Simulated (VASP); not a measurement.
# TiO2 (P1) in VASP: single point with RPBE

Aim: the single point of TiO2 with RPBE.

Everything below comes from runs of VASP 6.6.1. Logs are shortened: lines on timing, memory, paths and dates and some standing lists are left out, and cuts for length are marked.

**1. The cell of the first run**

The typed cell holds 9 atoms: a = 3.008 Å, b = 4.847 Å, c = 7.339 Å, α = 88.50°, β = 78.38°, γ = 89.68°.

**2. Single point, RPBE**

Input file INCAR:

```
PREC     = Accurate       # precision mode
ENCUT    = 520            # plane-wave cutoff, eV
EDIFF    = 1E-6           # SCF threshold, eV
ISMEAR   = -1             # smearing method
SIGMA    = 0.05           # smearing width, eV
LREAL    = F              # projectors in reciprocal space
LASPH    = T              # aspherical terms in the spheres
NELM     = 60             # most SCF steps
ALGO     = Normal         # electronic algorithm
ISIF     = 2              # what is computed and relaxed
LWAVE    = F              # write WAVECAR
LCHARG   = F              # write CHGCAR
GGA      = RP             # functional
NBANDS   = 46             # bands
```

Input file KPOINTS:

```
regular mesh
0
Gamma
  9 6 4
```

Input file POSCAR:

```
TiO2
1.0
    3.0082273120      0.0084861422     -0.0055844115
    0.0136697325      4.8464350630     -0.0222477372
    1.4909096705      0.2202667030      7.1823222840
Ti O
3 6
Direct
   -0.0413439865      0.0004261010      0.0007010916
    0.3183651068      0.4868917164      0.3168146968
    0.6959994292      0.5137140402      0.6846679684
    0.4474681949      0.1869834641      0.1289284156
    0.7882686681      0.3047281829      0.4497143270
    0.1033006990      0.3056888323      0.8052992394
    0.9150765315      0.6952970008      0.1959662188
    0.2295155639      0.6955843517      0.5517416756
    0.5762007831      0.8140733205      0.8724993567
```

Potentials or basis: VASP PAW PBE potentials, release 64 (Ti_sv, O).

Command:

```
$ cat potpaw_PBE.64/Ti_sv/POTCAR potpaw_PBE.64/O/POTCAR > POTCAR
$ mpirun -np 1 vasp_std > vasp.out
```

OUTCAR:

```text
PREC = Accurate
   ENCUT = 520
   EDIFF = 1E-6
   ISMEAR = -1
   LREAL = F
   LASPH = T
   NELM = 60
   ISIF = 2
   GGA = RP

 ion  position               nearest neighbor table
   1  0.959  0.000  0.001-   4 1.87   9 1.88   7 2.02   6 2.02   9 2.12   4 2.12
   2  0.318  0.487  0.317-   5 1.90   7 1.91   8 1.99   4 2.01   5 2.06   7 2.09
   3  0.696  0.514  0.685-   8 1.91   6 1.92   5 1.99   9 2.01   8 2.05   6 2.08
   4  0.447  0.187  0.129-   1 1.87   2 2.01   1 2.12
   5  0.788  0.305  0.450-   2 1.90   3 1.99   2 2.06
   6  0.103  0.306  0.805-   3 1.92   1 2.02   3 2.08
   7  0.915  0.695  0.196-   2 1.91   1 2.02   2 2.09
   8  0.230  0.696  0.552-   3 1.91   2 1.99   3 2.05
   9  0.576  0.814  0.872-   1 1.88   3 2.01   1 2.12

  LATTYP: Found a triclinic cell.
 ALAT       =     3.0082444650
 B/A-ratio  =     3.7776868429
 C/A-ratio  =     1.9009906562
 COS(alpha) =     0.0010414542
 COS(beta)  =     0.5308298083
 COS(gamma) =     0.6570891241

  Lattice vectors:

 A1 = (  -3.0082273120,  -0.0084861422,   0.0055844115)
 A2 = (  -7.4936945620,   4.6091960756,  -7.1934011982)
 A3 = (  -3.0218970445,  -4.8549212052,   0.0278321487)

Analysis of symmetry for initial positions (statically):
=====================================================================
 Subroutine PRICEL returns:
 Original cell was already a primitive cell.

 Routine SETGRP: Setting up the symmetry group for a
 triclinic supercell.

 Subroutine GETGRP returns: Found  1 space group operations
 (whereof  1 operations were pure point group operations)
 out of a pool of  2 trial point group operations.

The static configuration has the point symmetry C_1 .

Analysis of symmetry for dynamics (positions and initial velocities):
=====================================================================
 Subroutine PRICEL returns:
 Original cell was already a primitive cell.

 Routine SETGRP: Setting up the symmetry group for a
 triclinic supercell.

 Subroutine GETGRP returns: Found  1 space group operations
 (whereof  1 operations were pure point group operations)
 out of a pool of  2 trial point group operations.

The dynamic configuration has the point symmetry C_1 .

 Subroutine INISYM returns: Found  1 space group operations
 (whereof  1 operations are pure point group operations),
 and found     1 'primitive' translations

----------------------------------------------------------------------------------------

                                     Primitive cell

  volume of cell :     104.7663

  direct lattice vectors                    reciprocal lattice vectors
     3.008227312  0.008486142 -0.005584411     0.332297246 -0.001253741 -0.068939961
     0.013669733  4.846435063 -0.022247737    -0.000593514  0.206310428 -0.006203905
     1.490909671  0.220266703  7.182322284     0.000256530  0.000638086  0.139157914

  length of vectors
     3.008244465  4.846505405  7.338738479     0.339375529  0.206404538  0.139159614

  position of ions in fractional coordinates (direct lattice)
     0.958656013  0.000426101  0.000701092
     0.318365107  0.486891716  0.316814697
     0.695999429  0.513714040  0.684667968
     0.447468195  0.186983464  0.128928416
     0.788268668  0.304728183  0.449714327
     0.103300699  0.305688832  0.805299239
     0.915076531  0.695297001  0.195966219
     0.229515564  0.695584352  0.551741676
     0.576200783  0.814073321  0.872499357

  ion indices of the primitive-cell ions
   primitive index   ion index
                 1           1
                 2           2
                 3           3
                 4           4
                 5           5
                 6           6
                 7           7
                 8           8
                 9           9

----------------------------------------------------------------------------------------

 KPOINTS: regular mesh

Automatic generation of k-mesh.
 Grid dimensions read from file:
 generate k-points for:    9    6    4

 Generating k-lattice:

  Cartesian coordinates                     Fractional coordinates (reciprocal lattice)
     0.036921916 -0.000139305 -0.007659996     0.111111111  0.000000000  0.000000000
    -0.000098919  0.034385071 -0.001033984    -0.000000000  0.166666667 -0.000000000
     0.000064132  0.000159521  0.034789479     0.000000000  0.000000000  0.250000000

  Length of vectors
     0.037708392  0.034400756  0.034789903

  Shift w.r.t. Gamma in fractional coordinates (k-lattice)
     0.000000000  0.000000000  0.000000000

 Subroutine IBZKPT returns following result:
 ===========================================

 Found    110 irreducible k-points:

 Following reciprocal coordinates:
            Coordinates               Weight
  0.000000  0.000000  0.000000      1.000000
  0.111111 -0.000000  0.000000      2.000000
  0.222222 -0.000000  0.000000      2.000000
  0.333333  0.000000  0.000000      2.000000
  0.444444 -0.000000  0.000000      2.000000
  0.000000  0.166667 -0.000000      2.000000
[... 16 lines left out ...]
 -0.111111  0.333333 -0.000000      2.000000
  0.000000  0.500000 -0.000000      1.000000
 [... further k-points ...]
   k-points           NKPTS =    110   k-points in BZ     NKDIM =    110   number of bands    NBANDS=     46
   number of dos      NEDOS =    301   number of ions     NIONS =      9
   total plane-waves  NPLWV =  48384
   dimension x,y,z NGX =    24 NGY =   36 NGZ =   56
   dimension x,y,z NGXF=    48 NGYF=   72 NGZF=  112
   ions per type =               3   6
   NGX,Y,Z   is equivalent  to a cutoff of  13.26, 12.35, 12.69 a.u.
   NGXF,Y,Z  is equivalent  to a cutoff of  26.53, 24.70, 25.37 a.u.
 SYSTEM =  unknown system
   PREC   = accura    normal or accurate (medium, high low for compatibility)
   ISTART =      0    job   : 0-new  1-cont  2-samecut
   ICHARG =      2    charge: 1-file 2-atom 10-const
   ISPIN  =      1    spin polarized calculation?
   LNONCOLLINEAR =      F non collinear calculations
   LSORBIT =      F    spin-orbit coupling
   LASPH  =      T    aspherical Exc in radial PAW
   ENCUT  =  520.0 eV  38.22 Ry    6.18 a.u.   5.59  9.01 13.65*2*pi/ulx,y,z
   NELM   =     60;   NELMIN=  2; NELMDL= -5     # of ELM steps
   EDIFF  = 0.1E-05   stopping-criterion for ELM
   LREAL  =      F    real-space projection
   EDIFFG = 0.1E-04   stopping-criterion for IOM
   NSW    =      0    number of steps for IOM
   IBRION =     -1    ionic relax: 0-MD 1-quasi-New 2-CG
   NFREE  =      0    steps in history (QN), initial steepest desc. (CG)
   ISIF   =      2    stress and relaxation
   ISYM   =      2    0-nonsym 1-usesym 2-fastsym
   POTIM  = 0.5000    time-step for ionic-motion
   TEBEG  =    0.0;   TEEND  =   0.0 temperature during run
   PSTRESS=    0.0 pullay stress
   NELECT =      72.0000    total number of electrons
   NUPDOWN=      -1.0000    fix difference up-down
   EMIN   =  10.00;   EMAX   =-10.00  energy-range for DOS
   EFERMI =   0.00;   METHOD = LEGACY
   ISMEAR =    -1;   SIGMA  =   0.05  broadening in eV -4-tet -1-fermi 0-gaus
   EFERMI_NEDOS =   21; number of points for ismear=-14 and -15
   IALGO  =     38    algorithm
   IMIX   =      4    mixing-type and parameters
     AMIX     =   0.40;   BMIX     =  1.00
     AMIX_MAG =   1.60;   BMIX_MAG =  1.00
  volume/ion in A,a.u.               =      11.64        78.56
  Fermi-wavevector in a.u.,A,eV,Ry     =   1.444703  2.730092 28.397610  2.087165
  Thomas-Fermi vector in A             =   2.562968
   LORBIT       =      0    0 simple, 1 ext, 2 COOP (PROOUT), +10 PAW based schemes
   GGA     = RP    functional components
   LHFCALC =     F    Hartree Fock is set to
   AEXX    =    0.0000 exact exchange contribution
   IVDW    =     0    specifies the selected vdW correction
   LEPSILON=     F    determine dielectric tensor
   LRPA    =     F    only Hartree local field effects (RPA)
 non-spin polarized calculation
  energy-cutoff  :      520.00
  volume of cell :      104.77
 maximum number of plane-waves:      2846
   NGX = 11   NGY = 19   NGZ = 27

 number of electron      71.9999986 magnetization

 Free energy of the ion-electron system (eV)
  ---------------------------------------------------
  ext. energy  EPLUGINS =         0.00000000
  ---------------------------------------------------
  free energy    TOTEN  =       -76.73587725 eV

  energy without entropy =      -76.73587725  energy(sigma->0) =      -76.73587725

 E-fermi :   4.4949     XC(G=0): -10.3706

 val. band max:        3.4053986289   @ k =  -0.0000   0.0000   0.2500
 cond. band min:       5.8465618057   @ k =   0.0000   0.5000   0.5000
 fundamental gap:      2.4411631768
 Fermi energy:         4.4948815706

 k-point     1 :       0.0000    0.0000    0.0000
  band No.  band energies     occupation
      1     -53.4054      2.00000
      2     -53.3539      2.00000
      3     -53.3218      2.00000
      4     -29.6612      2.00000
      5     -29.6073      2.00000
      6     -29.5393      2.00000
[... 38 lines left out ...]
     45       7.8807      0.00000
     46       8.3301      0.00000

 k-point     2 :       0.1111   -0.0000    0.0000
  band No.  band energies     occupation
      1     -53.4017      2.00000
      2     -53.3496      2.00000
      3     -53.3188      2.00000
      4     -29.6533      2.00000
      5     -29.5964      2.00000
      6     -29.5317      2.00000
[... 38 lines left out ...]
     45       7.8655      0.00000
     46       8.3946      0.00000

 k-point     3 :       0.2222   -0.0000    0.0000
  band No.  band energies     occupation
      1     -53.3925      2.00000
      2     -53.3384      2.00000
      3     -53.3114      2.00000
      4     -29.6493      2.00000
      5     -29.6006      2.00000
      6     -29.5715      2.00000
[... 1018 lines left out ...]
     45       7.6519      0.00000
     46       8.7897      0.00000

 k-point    24 :       0.0000    0.5000   -0.0000
  band No.  band energies     occupation
      1     -53.4050      2.00000
      2     -53.3543      2.00000
      3     -53.3218      2.00000
      4     -29.6794      2.00000
      5     -29.5919      2.00000
      6     -29.5204      2.00000
[... 38 lines left out ...]
     45       7.5525      0.00000
     46       8.8932      0.00000

 [... further k-points ...]
[... 5 lines left out ...]
  --------------------------------------------------------------------------------------
  -------------------------------------------------------------------------------------
  Total        0.4898053      0.3075939      0.3827085      0.0029834      0.0100824      0.0004269
  in kB        7.4905275      4.7039922      5.8527099      0.0456249      0.1541888      0.0065292
  external PRESSURE =       6.0157432 kB  Pullay stress =       0.0000000 kB

 VOLUME and BASIS-vectors are now :
 -----------------------------------------------------------------------------
  energy-cutoff  :      520.00
  volume of cell :      104.77
      direct lattice vectors                 reciprocal lattice vectors
     3.008227312  0.008486142 -0.005584411     0.332297246 -0.001253741 -0.068939961
     0.013669733  4.846435063 -0.022247737    -0.000593514  0.206310428 -0.006203905
     1.490909671  0.220266703  7.182322284     0.000256530  0.000638086  0.139157914

 POSITION                                       TOTAL-FORCE (eV/Angst)
 -----------------------------------------------------------------------------------
      2.88491      0.01035     -0.00033         0.036603      0.000430      0.000788
      1.43671      2.43217      2.26286         0.024831      0.000159     -0.039380
      3.12152      2.64640      4.90219        -0.026323     -0.000638      0.039324
      1.54086      0.93840      0.91935        -0.017523      0.018036      0.018272
      3.04594      1.58259      3.21881        -0.018205     -0.058571      0.010636
      1.51556      1.65976      5.77654         0.016973     -0.018568      0.013801
      3.05443      3.42064      1.38691        -0.011513      0.019016     -0.014452
      1.52254      3.49458      3.94603         0.017459      0.058041     -0.010700
      3.04529      4.14243      6.24524        -0.022304     -0.017905     -0.018290
 -----------------------------------------------------------------------------------
    total drift:                               -0.000463      0.000137      0.000357

  FREE ENERGIE OF THE ION-ELECTRON SYSTEM (eV)
  ---------------------------------------------------
  free  energy   TOTEN  =       -76.7358772509 eV

  energy  without entropy=      -76.7358772509  energy(sigma->0) =      -76.73587725
```

Wall time 6.7 min (1 thread of Intel Xeon Platinum 8559C (Emerald Rapids), shared host); peak memory 0.48 GiB.

What came out:

* Free energy: -76.7359 eV
* Pressure: 0.6 GPa
* Largest force: 0.062 eV/Å
* Band gap on the k mesh: 2.44 eV (least direct gap 2.48 eV)

Forces in eV/Å, atoms in the order of the input:
```
Ti   0.037  0.000  0.001
Ti   0.025  0.000 -0.039
Ti  -0.026 -0.001  0.039
O   -0.018  0.018  0.018
O   -0.018 -0.059  0.011
O    0.017 -0.019  0.014
O   -0.012  0.019 -0.014
O    0.017  0.058 -0.011
O   -0.022 -0.018 -0.018
```

Stress tensor (GPa, compression positive):
```
0.75 0.00 0.00
0.00 0.47 0.02
0.00 0.02 0.59
```

Levels at points of the mesh, in eV from the valence-band top:
```
           k point  band 32  band 33  band 34  band 35  band 36  band 37  band 38  band 39  band 40  band 41
(0.00, 0.00, 0.00)    -0.84    -0.52    -0.39    -0.30    -0.05     2.45     2.69     2.90     2.97     3.19
(0.00, 0.50, 0.00)    -1.05    -0.97    -0.83    -0.79    -0.71     2.50     2.73     2.80     3.09     3.17
(0.00, 0.00, 0.50)    -1.07    -0.89    -0.74    -0.31    -0.11     2.56     2.68     2.77     3.04     3.08
(0.00, 0.50, 0.50)    -1.22    -0.79    -0.74    -0.67    -0.21     2.44     2.64     2.76     2.91     3.30
```

Caveat: the PAW data sets were made with another functional, which shifts forces and pressure a little; an odd mesh through Γ misses points on the zone boundary, where band edges can lie.
